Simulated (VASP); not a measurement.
Input of a VASP 6.6.1 run:

File INCAR:

```
PREC     = Accurate       # precision mode
ENCUT    = 600            # plane-wave cutoff, eV
EDIFF    = 1E-7           # SCF threshold, eV
ISMEAR   = 0              # smearing method
SIGMA    = 0.01           # smearing width, eV
LREAL    = False          # projectors in reciprocal space
LASPH    = True           # aspherical terms in the spheres
NELM     = 120            # most SCF steps
ALGO     = Normal         # electronic algorithm
ISIF     = 3              # what is computed and relaxed
LWAVE    = False          # write WAVECAR
LCHARG   = False          # write CHGCAR
GGA      = PE             # functional
IBRION   = 2              # ionic algorithm
NSW      = 80             # ionic steps
EDIFFG   = -0.01          # ionic threshold
GGA_COMPAT= False        
NELMIN   = 4
```

Contents of KPOINTS:

```
Automatic mesh
0
Gamma
  6 6 6
```

Contents of POSCAR:

```
MgO
1.0
    0.0000000000      2.0234225589      1.9636213847
    2.0234225589      0.0000000000      1.9636213847
    2.0234225589      2.0234225589      0.0000000000
Mg O
1 1
Direct
    0.0000000000      0.0000000000      0.0000000000
    0.5000000000      0.5000000000      0.5000000000
```

Potentials or basis: VASP PAW PBE potentials, release 64 (Mg, O).

Run with:

```bash
$ cat potpaw_PBE.64/Mg/POTCAR potpaw_PBE.64/O/POTCAR > POTCAR
$ mpirun -np 1 vasp_std > vasp.out
```

Question: Predict the relaxed volume.

Answer: 9.57 Å³/atom.

Question: What does it give for the relaxed cell?

Answer: a = 3.002 Å, b = 3.002 Å, c = 3.002 Å, α = 60.00°, β = 60.00°, γ = 60.00°.

Question: What does it give for the space group after relaxing (to 0.05 Å)?

Answer: Fm-3m (No. 225).

Final structure:
```
CELL_PARAMETERS angstrom
0.00000 2.12303 2.12303
2.12303 0.00000 2.12303
2.12303 2.12303 0.00000
ATOMIC_POSITIONS crystal
Mg 0.00000 0.00000 0.00000
O 0.50000 0.50000 0.50000
```

Caveat: the k points lie up to 0.43 Å⁻¹ apart in the final cell; the volume moved by over 15 % at a fixed basis, so the end points are rough.
